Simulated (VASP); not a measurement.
Here is a VASP 6.6.1 calculation.

The input INCAR:

```
  PREC = Accurate
  ENCUT = 520
  EDIFF = 1E-6
  ISMEAR = -1
  SIGMA = 0.05
  LREAL = Auto
  LASPH = True
  NELM = 150
  ALGO = Normal
  ISIF = 2
  LWAVE = False
  LCHARG = False
  ISPIN = 2
  MAGMOM = 0 0 0 0.143 0 0 0 0.143 0 0 0 0 0 0 0 0 0 0.143 0 0.143 0 0 0 0 0 0 0 0 0 0 0 0 0 0 0.143 0.143 0 0 0 0 0.143
  LORBIT = 11
  LMAXMIX = 6
  GGA = PS
  NELECT = 341.0
  ISYM = 0
  NBANDS = 200
```

The input KPOINTS:

```
Automatic mesh
0
Gamma
  1 1 1
  0.25 0.25 0.25
```

Contents of POSCAR:

```
La8Ga8SiO24
1.0
    7.7293080000      0.0000000000      0.0000000000
    0.0000000000      7.7293080000      0.0000000000
    0.0000000000      0.0000000000      7.7293080000
La Ga O Si
8 8 24 1
Direct
    0.0083970000      0.9851270000      0.0081150000
    0.9917190000      0.0025260000      0.5036690000
    0.0151710000      0.4839210000      0.0096080000
    0.9337410000      0.4943910000      0.5073190000
    0.5110780000      0.0083890000      0.9815560000
    0.5047940000      0.9994870000      0.5224820000
    0.5091410000      0.4909060000      0.9974660000
    0.5233960000      0.4753140000      0.5291190000
    0.2557220000      0.2402030000      0.2544560000
    0.2473840000      0.2453790000      0.7470050000
    0.3057630000      0.8000660000      0.2285710000
    0.2412120000      0.7410280000      0.7534480000
    0.7527530000      0.2406550000      0.2487990000
    0.7605220000      0.2421340000      0.7618930000
    0.7517970000      0.7537670000      0.2464340000
    0.7495810000      0.7469440000      0.7622820000
    0.2218910000      0.2009060000      0.9939430000
    0.3125620000      0.2439640000      0.5018160000
    0.2979080000      0.7835600000      0.9927300000
    0.1322570000      0.7423040000      0.5356620000
    0.7944170000      0.2524220000      0.0043030000
    0.7248990000      0.2252370000      0.5042190000
    0.6896080000      0.7438630000      0.0006300000
    0.7661190000      0.7630780000      0.5092680000
    0.0004890000      0.2925920000      0.2856410000
    0.0015120000      0.2487040000      0.7101390000
    0.9867180000      0.7010190000      0.2145460000
    0.9922130000      0.7408220000      0.8286040000
    0.5085390000      0.2139720000      0.2066080000
    0.5088070000      0.2529960000      0.7802280000
    0.5331340000      0.8618040000      0.2618200000
    0.4911660000      0.7392810000      0.7053200000
    0.2000750000      0.0067480000      0.2754910000
    0.2542520000      0.9946670000      0.7233900000
    0.2797790000      0.4699310000      0.1873080000
    0.2555240000      0.4922280000      0.7931130000
    0.8216770000      0.0016600000      0.2433770000
    0.7504620000      0.9959440000      0.7650580000
    0.6986780000      0.5003830000      0.2681030000
    0.7468490000      0.4946600000      0.7680560000
    0.2278420000      0.5906350000      0.3873880000
```

Potentials or basis: VASP PAW PBE potentials, release 64 (La, Ga_d, O, Si).

The run is started by

```console
$ cat potpaw_PBE.64/La/POTCAR potpaw_PBE.64/Ga_d/POTCAR potpaw_PBE.64/O/POTCAR potpaw_PBE.64/Si/POTCAR > POTCAR
$ mpirun -np 1 vasp_std > vasp.out
```

(1) Predict the net moment.

(2) Predict the site moments.

Answers

(1) 0.98 μB per cell.

(2) La +0.00, +0.15, +0.01, +0.14 (each value once); Ga +0.00, +0.04, +0.01 (each value once); O +0.00, -0.00, +0.01, +0.02, +0.04 (each value once); Si +0.18 μB.
